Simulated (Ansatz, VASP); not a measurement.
**One calculation of Al8H, two programs**

Contents of INCAR:

```
ALGO = Normal
DIPOL = 0.5 0.5 0.297
EDIFF = 1E-7
ENCUT = 520
GGA = PE
IDIPOL = 3
ISIF = 2
ISMEAR = 0
LASPH = True
LCHARG = True
LDIPOL = True
LELF = True
LREAL = Auto
LVACPOTAV = True
LVHAR = True
LWAVE = False
NBANDS = 40
NELM = 80
PREC = Accurate
SIGMA = 0.1
```

Contents of KPOINTS:

```
k-points
0
Gamma
  5 4 1
```

Contents of POSCAR:

```
Al8H
1.0
    5.7135165837      0.0000000000      0.0000000000
    0.0000000000      8.0801326415      0.0000000000
    0.0000000000      0.0000000000     22.2432786975
Al H
16 2
Direct
    0.2500000000      0.2500000000      0.1798296040
    0.2500000000      0.7500000000      0.1798296040
    0.7500000000      0.2500000000      0.1798296040
    0.7500000000      0.7500000000      0.1798296040
    0.0000000000      0.0000000000      0.2440458181
    0.0000000000      0.5000000000      0.2440458181
    0.5000000000      0.0000000000      0.2440458181
    0.5000000000      0.5000000000      0.2440458181
    0.2500000000      0.2500000000      0.3102598702
    0.2500000000      0.7500000000      0.3102598702
    0.7500000000      0.2500000000      0.3102598702
    0.7500000000      0.7500000000      0.3102598702
    0.0000000000      0.0000000000      0.3705963860
    0.0000000000      0.5000000000      0.3705963860
    0.5000000000      0.0000000000      0.3705963860
    0.5000000000      0.5000000000      0.3705963860
    0.2500000000      0.1931321217      0.4627590580
    0.2500000000      0.3068678783      0.4627590580
```

Input for Ansatz:

```yaml
crystal:
  lattice:
    - [5.7135165837, 0.0, 0.0]
    - [0.0, 8.0801326415, 0.0]
    - [0.0, 0.0, 22.2432786975]
  atoms:
    - { symbol: Al, position: [0.25, 0.25, 0.179829604] }
    - { symbol: Al, position: [0.25, 0.75, 0.179829604] }
    - { symbol: Al, position: [0.75, 0.25, 0.179829604] }
    - { symbol: Al, position: [0.75, 0.75, 0.179829604] }
    - { symbol: Al, position: [0.0, 0.0, 0.2440458181] }
    - { symbol: Al, position: [0.0, 0.5, 0.2440458181] }
    - { symbol: Al, position: [0.5, 0.0, 0.2440458181] }
    - { symbol: Al, position: [0.5, 0.5, 0.2440458181] }
    - { symbol: Al, position: [0.25, 0.25, 0.3102598702] }
    - { symbol: Al, position: [0.25, 0.75, 0.3102598702] }
    - { symbol: Al, position: [0.75, 0.25, 0.3102598702] }
    - { symbol: Al, position: [0.75, 0.75, 0.3102598702] }
    - { symbol: Al, position: [0.0, 0.0, 0.370596386] }
    - { symbol: Al, position: [0.0, 0.5, 0.370596386] }
    - { symbol: Al, position: [0.5, 0.0, 0.370596386] }
    - { symbol: Al, position: [0.5, 0.5, 0.370596386] }
    - { symbol: H, position: [0.25, 0.1931321217, 0.462759058] }
    - { symbol: H, position: [0.25, 0.3068678783, 0.462759058] }
basis:
  ecutwfc: 420
kpoints:
  mp_grid: { grid: [5, 4, 1] }
hamiltonian:
  xc: pbe
  pseudopotentials: { kind: paw, azcp: { folder: soft_1 } }
scf:
  occupations: { method: gaussian, width: 0.1 }
output:
  forces: true
  eigenvalues: true
efield:
  axis: 3
  dipole_correction: true
  ramp_width: 0.04
```

Alike in both runs: task single point; functional PBE; k mesh 5 × 4 × 1; occupations gaussian, width 0.1 eV; no spin polarisation.

```csv
,VASP,Ansatz
version,VASP 6.6.1,Ansatz 0.2.0
potentials or method,"VASP PAW PBE potentials, release 64 (Al, H), cutoff 520 eV","scalar-relativistic, plane waves, PAW"
valence electrons in the cell,50,50
```

```csv
,VASP,Ansatz,Ansatz less VASP
gap on the k mesh at the Fermi level (eV),none,none,-
rms of the force components (eV/Å),0.606,0.606,0.0000
"work function, face that differs most (eV)",4.10,4.10,-0.004
```

Atom by atom the forces differ by 0.001 eV/Å (rms over components). A gap of «none» marks a metal or a gap that the smearing closes. With one functional, cell and mesh, what is left measures potentials, basis and numerics.
